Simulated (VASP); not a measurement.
# MnF2 (Fm-3m) in VASP: single point with r2SCAN+U

Aim: the single point of MnF2 with r2SCAN+U.

All numbers are computed with VASP 6.6.1; they aren't measurements. Logs are shortened: lines on timing, memory, paths and dates and some standing lists are left out, and cuts for length are marked.

### 1 The cell of the first run

It takes space group Fm-3m (No. 225, cubic). Conventional cell: a = 5.177 Å, b = 5.177 Å, c = 5.177 Å, α = 90.00°, β = 90.00°, γ = 90.00°. Mn (site symmetry m-3m) has 8 F at 2.24 Å within 3.0 Å. F (site symmetry -43m) has 4 Mn at 2.24 Å and 6 F at 2.59 Å within 3.0 Å.

### 2 Single point, r2SCAN+U, collinear spin, ferromagnetic start

Input file POSCAR:

```
MnF2
1.0
    0.0000000000      2.5885020200      2.5885020200
    2.5885020200      0.0000000000      2.5885020200
    2.5885020200      2.5885020200      0.0000000000
Mn F
1 2
Direct
    0.0000000000      0.0000000000      0.0000000000
    0.2500000000      0.2500000000      0.2500000000
    0.7500000000      0.7500000000      0.7500000000
```

Input file INCAR.step1:

```
  ALGO = Normal
  EDIFF = 1E-4
  ENCUT = 520
  GGA = PE
  ISMEAR = 0
  ISPIN = 2
  LASPH = True
  LCHARG = False
  LDAU = True
  LDAUJ = 0 0
  LDAUL = 2 -1
  LDAUTYPE = 2
  LDAUU = 3 0
  LMAXMIX = 4
  LREAL = False
  LWAVE = True
  MAGMOM = 4.86 0.07 0.07
  NBANDS = 24
  NELM = 150
  PREC = Accurate
  SIGMA = 0.05
```

Input file INCAR.step2:

```
  ALGO = Normal
  EDIFF = 1E-6
  ENCUT = 520
  ISIF = 2
  ISMEAR = 0
  ISPIN = 2
  ISTART = 1
  LASPH = True
  LCHARG = True
  LDAU = True
  LDAUJ = 0 0
  LDAUL = 2 -1
  LDAUPRINT = 1
  LDAUTYPE = 2
  LDAUU = 3 0
  LELF = True
  LMAXMIX = 4
  LMIXTAU = True
  LORBIT = 11
  LREAL = False
  LVHAR = True
  LWAVE = False
  MAGMOM = 4.86 0.07 0.07
  METAGGA = R2SCAN
  NBANDS = 24
  NELM = 150
  PREC = Accurate
  SIGMA = 0.05
```

Input file KPOINTS:

```
k-points
0
Gamma
  6 6 6
```

Potentials or basis: VASP PAW PBE potentials, release 64 (Mn_pv, F).

Command:

```sh
$ cat potpaw_PBE.64/Mn_pv/POTCAR potpaw_PBE.64/F/POTCAR > POTCAR
$ cp INCAR.step1 INCAR
$ mpirun -np 1 vasp_std > vasp.out
$ cp INCAR.step2 INCAR
$ mpirun -np 1 vasp_std > vasp.out
```

OUTCAR:

```text
EDIFF = 1E-6
   ENCUT = 520
   ISIF = 2
   ISMEAR = 0
   ISPIN = 2
   ISTART = 1
   LASPH = True
   LORBIT = 11
   LREAL = False
   METAGGA = R2SCAN
   NELM = 150
   PREC = Accurate

 ion  position               nearest neighbor table
   1  0.000  0.000  0.000-   3 2.24   3 2.24   3 2.24   2 2.24   3 2.24   2 2.24   2 2.24   2 2.24

   2  0.250  0.250  0.250-   1 2.24   1 2.24   1 2.24   1 2.24
   3  0.750  0.750  0.750-   1 2.24   1 2.24   1 2.24   1 2.24

  LATTYP: Found a face centered cubic cell.
 ALAT       =     5.1770040400

  Lattice vectors:

 A1 = (   0.0000000000,   2.5885020200,   2.5885020200)
 A2 = (   2.5885020200,   0.0000000000,   2.5885020200)
 A3 = (   2.5885020200,   2.5885020200,   0.0000000000)

Analysis of symmetry for initial positions (statically):
=====================================================================
 Subroutine PRICEL returns:
 Original cell was already a primitive cell.

 Routine SETGRP: Setting up the symmetry group for a
 face centered cubic supercell.

 Subroutine GETGRP returns: Found 48 space group operations
 (whereof 48 operations were pure point group operations)
 out of a pool of 48 trial point group operations.

The static configuration has the point symmetry O_h .

Analysis of symmetry for dynamics (positions and initial velocities):
=====================================================================
 Subroutine PRICEL returns:
 Original cell was already a primitive cell.

 Routine SETGRP: Setting up the symmetry group for a
 face centered cubic supercell.

 Subroutine GETGRP returns: Found 48 space group operations
 (whereof 48 operations were pure point group operations)
 out of a pool of 48 trial point group operations.

The dynamic configuration has the point symmetry O_h .

Analysis of structural, dynamic, and magnetic symmetry:
=====================================================================
 Subroutine PRICEL returns:
 Original cell was already a primitive cell.

 Routine SETGRP: Setting up the symmetry group for a
 face centered cubic supercell.

 Subroutine GETGRP returns: Found 48 space group operations
 (whereof 48 operations were pure point group operations)
 out of a pool of 48 trial point group operations.

The overall configuration has the point symmetry O_h .

 Subroutine INISYM returns: Found 48 space group operations
 (whereof 48 operations are pure point group operations),
[... 159 lines left out ...]
  o =  0.9464  v =  0.0000 -0.0000 -0.1411 -0.0000  0.9900  0.0000  0.0000  0.0000  0.0000  0.0000      0.0000  0.0000  0.0000  0.0000  0.0000  0.0000  0.0000  0.0000  0.0000  0.0000
  o =  0.9723  v =  0.0000 -0.4108 -0.0000  0.9117 -0.0000  0.0000  0.0000  0.0000  0.0000  0.0000      0.0000  0.0000  0.0000  0.0000  0.0000  0.0000  0.0000  0.0000  0.0000  0.0000
  o =  0.9723  v =  0.0000  0.9117 -0.0000  0.4108  0.0000  0.0000  0.0000  0.0000  0.0000  0.0000      0.0000  0.0000  0.0000  0.0000  0.0000  0.0000  0.0000  0.0000  0.0000  0.0000
  o =  0.9723  v =  1.0000  0.0000  0.0000  0.0000  0.0000  0.0000  0.0000  0.0000  0.0000  0.0000      0.0000  0.0000  0.0000  0.0000  0.0000  0.0000  0.0000  0.0000  0.0000  0.0000

 number of electron      26.9999998 magnetization       4.9999997

 Free energy of the ion-electron system (eV)
  ---------------------------------------------------
  ext. energy  EPLUGINS =         0.00000000
  ---------------------------------------------------
  free energy    TOTEN  =       -29.12177765 eV

  energy without entropy =      -29.12177765  energy(sigma->0) =      -29.12177765

 E-fermi :   2.4440     XC(G=0): -11.1780

 val. band max:        2.0174725913   @ k =   0.0000   0.0000   0.0000
 cond. band min:       5.7382429958   @ k =   0.0000   0.0000   0.0000
 fundamental gap:      3.7207704046
 Fermi energy:         2.4440200656

 spin component 1

 k-point     1 :       0.0000    0.0000    0.0000
  band No.  band energies     occupation
      1     -48.2326      1.00000
      2     -48.2326      1.00000
      3     -48.2326      1.00000
      4     -21.9661      1.00000
      5     -20.6048      1.00000
      6      -3.6347      1.00000
[... 421 lines left out ...]
     23      23.2888      0.00000
     24      24.1981      0.00000
 Fermi energy:         2.4440200656

 spin component 2

 k-point     1 :       0.0000    0.0000    0.0000
  band No.  band energies     occupation
      1     -41.5816      1.00000
      2     -41.5816      1.00000
      3     -41.5815      1.00000
      4     -21.8309      1.00000
      5     -20.4661      1.00000
      6      -2.5019      1.00000
[... 421 lines left out ...]
     23      24.4453      0.00000
     24      24.7869      0.00000

------------------------ aborting loop because EDIFF is reached ----------------------------------------

  FORCE on cell =-STRESS in cart. coord.  units (eV):
  Direction    XX          YY          ZZ          XY          YZ          ZX
  --------------------------------------------------------------------------------------
  -------------------------------------------------------------------------------------
  Total       -0.0349022     -0.0349022     -0.0349022      0.0000000      0.0000000      0.0000000
  in kB       -1.6120830     -1.6120830     -1.6120830      0.0000000      0.0000000      0.0000000
  external PRESSURE =      -1.6120830 kB  Pullay stress =       0.0000000 kB

 VOLUME and BASIS-vectors are now :
 -----------------------------------------------------------------------------
  energy-cutoff  :      520.00
  volume of cell :       34.69
      direct lattice vectors                 reciprocal lattice vectors
     0.000000000  2.588502020  2.588502020    -0.193161912  0.193161912  0.193161912
     2.588502020  0.000000000  2.588502020     0.193161912 -0.193161912  0.193161912
     2.588502020  2.588502020  0.000000000     0.193161912  0.193161912 -0.193161912

 POSITION                                       TOTAL-FORCE (eV/Angst)
 -----------------------------------------------------------------------------------
      0.00000      0.00000      0.00000        -0.000000     -0.000000     -0.000000
      1.29425      1.29425      1.29425        -0.000000     -0.000000     -0.000000
      3.88275      3.88275      3.88275         0.000000      0.000000      0.000000
 -----------------------------------------------------------------------------------
    total drift:                                0.000000      0.000000      0.000000

  FREE ENERGIE OF THE ION-ELECTRON SYSTEM (eV)
  ---------------------------------------------------
  free  energy   TOTEN  =       -29.1217776494 eV

  energy  without entropy=      -29.1217776494  energy(sigma->0) =      -29.12177765

 total charge

# of ion       s       p       d       tot
------------------------------------------
    1        0.139   6.111   4.915  11.165
    2        1.740   4.406   0.000   6.146
    3        1.740   4.406   0.000   6.146
--------------------------------------------------
tot          3.619  14.923   4.915  23.457

 magnetization (x)

# of ion       s       p       d       tot
------------------------------------------
    1        0.018   0.017   4.679   4.715
    2        0.007   0.046   0.000   0.052
    3        0.007   0.046   0.000   0.052
--------------------------------------------------
tot          0.031   0.109   4.679   4.819
```

OUTCAR.step1:

```text
EDIFF = 1E-4
   ENCUT = 520
   GGA = PE
   ISMEAR = 0
[... 1103 lines left out ...]
      0.00000      0.00000      0.00000         0.000000     -0.000000      0.000000
      1.29425      1.29425      1.29425        -0.000000     -0.000000      0.000000
      3.88275      3.88275      3.88275        -0.000000      0.000000     -0.000000
 -----------------------------------------------------------------------------------
    total drift:                                0.000000      0.000000      0.000000

  FREE ENERGIE OF THE ION-ELECTRON SYSTEM (eV)
  ---------------------------------------------------
  free  energy   TOTEN  =       -18.9271682379 eV

  energy  without entropy=      -18.9271682379  energy(sigma->0) =      -18.92716824
```

It took 2.2 min on 1 thread of AMD EPYC 7R13 (Zen 3), shared host; peak memory 0.16 GiB.

What came out:

| Property | Result |
| --- | --- |
| Free energy | -29.1218 eV |
| Pressure | -0.2 GPa |
| Band gap on the k mesh | 3.72 eV |
| Net moment | 5.00 μB per cell |
| Site moments | Mn +4.71; F +0.05 μB |
| Valence electrons inside the program's atomic spheres | Mn 11.16; F 6.15 |

Levels at points of the mesh, in eV from the valence-band top:
Spin up:
```csv
k point,band 12,band 13,band 14,band 15,band 16,band 17,band 18,band 19,band 20,band 21
"(0.00, 0.00, 0.00)",-1.94,-1.94,0.00,0.00,0.00,3.72,13.11,13.11,13.11,18.55
"(0.50, 0.00, 0.00)",-1.86,-1.86,-1.65,-0.14,-0.14,8.69,8.85,15.62,15.62,18.05
"(0.50, 0.50, 0.00)",-1.76,-1.69,-1.58,-0.40,-0.40,9.84,10.21,11.02,15.27,15.27
```
Spin down:
```
           k point  band 8  band 9  band 10  band 11  band 12  band 13  band 14  band 15
(0.00, 0.00, 0.00)   -4.52   -2.51    -2.51    -2.51     5.04     6.62     6.62     8.00
(0.50, 0.00, 0.00)   -3.81   -3.81    -3.47    -3.47     6.78     6.78     7.05     7.77
(0.50, 0.50, 0.00)   -4.73   -2.42    -2.42    -2.00     6.12     6.91     7.10     7.56
```

Eigenvalues of the final occupation matrices:
```
    site  spin  trace               eigenvalues
site 1 d     1   4.81  0.95 0.95 0.97 0.97 0.97
site 1 d     2   0.12  0.01 0.01 0.04 0.04 0.04
```

Caveat: the PAW data sets were made with another functional, which shifts forces and pressure a little; a cell with one magnetic atom can't hold antiferromagnetic order, which such compounds often take.
